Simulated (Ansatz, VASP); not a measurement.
# MgO in VASP and in Ansatz

File POSCAR:

```
MgO
1.0
    2.6233491278      0.0000000000      0.0000000000
    0.0000000000      2.6233491278      0.0000000000
    0.0000000000      0.0000000000      2.6233491278
Mg O
1 1
Direct
    0.0000000000      0.0000000000      0.0000000000
    0.5000000000      0.5000000000      0.5000000000
```

File INCAR.step1:

```
PREC     = Accurate       # precision mode
ENCUT    = 520            # plane-wave cutoff, eV
EDIFF    = 1E-5           # SCF threshold, eV
ISMEAR   = 0              # smearing method
SIGMA    = 0.01           # smearing width, eV
LREAL    = False          # projectors in reciprocal space
LASPH    = True           # aspherical terms in the spheres
NELM     = 80             # most SCF steps
ALGO     = Normal         # electronic algorithm
ISIF     = 2              # what is computed and relaxed
LWAVE    = True           # write WAVECAR
LCHARG   = False          # write CHGCAR
NBANDS   = 11             # bands
GGA      = PE             # functional
```

The input INCAR.step2:

```
PREC     = Accurate       # precision mode
ENCUT    = 520            # plane-wave cutoff, eV
EDIFF    = 1E-7           # SCF threshold, eV
ISMEAR   = 0              # smearing method
SIGMA    = 0.01           # smearing width, eV
LREAL    = False          # projectors in reciprocal space
LASPH    = True           # aspherical terms in the spheres
NELM     = 80             # most SCF steps
ALGO     = Normal         # electronic algorithm
ISIF     = 2              # what is computed and relaxed
LWAVE    = False          # write WAVECAR
LCHARG   = False          # write CHGCAR
GGA      = PE             # functional
LHFCALC  = True           # exact exchange
HFSCREEN = 0.2079         # screening, 1/A
PRECFOCK = Normal       
NBANDS   = 11             # bands
ISTART   = 1
```

Contents of KPOINTS:

```
regular mesh
0
Gamma
  4 4 4
```

Input for Ansatz:

```yaml
crystal:
  lattice:
    - [2.6233491278, 0.0, 0.0]
    - [0.0, 2.6233491278, 0.0]
    - [0.0, 0.0, 2.6233491278]
  atoms:
    - { symbol: Mg, position: [0.0, 0.0, 0.0] }
    - { symbol: O, position: [0.5, 0.5, 0.5] }
kpoints:
  mp_grid: { grid: [4, 4, 4] }
hamiltonian:
  xc: hse06
scf:
  occupations: { method: fixed }
  n_extra_bands: 4
output:
  forces: true
  stress: true
  eigenvalues: true
```

Alike in both runs: task single point; functional HSE06; k mesh 4 × 4 × 4; no spin polarisation.

|  | VASP | Ansatz |
| --- | --- | --- |
| version | VASP 6.6.1 | Ansatz 0.2.0 |
| potentials or method | VASP PAW PBE potentials, release 64 (Mg, O) | plane waves, PAW |
| plane-wave cutoff (eV) | 520 | 420 |
| occupations | gaussian, width 0.01 eV | fixed |
| valence electrons in the cell | 8 | 16 |

Ansatz gave:

| Item | Value |
| --- | --- |
| gap on the k mesh at the Fermi level (eV) | 4.20 |
| pressure (GPa) | -0.7 |

Task: Estimate VASP's values.

Result: gap on the k mesh at the Fermi level (eV): 4.15; pressure (GPa): -1.2.

VASP's potentials hold 8 valence electrons a cell and Ansatz's 16, so a difference there can come from the potentials and not from the codes. Ansatz's warnings: stress exchange threshold loose, stress scf threshold loose.

The k mesh is coarse, so the values compare programs but aren't converged.
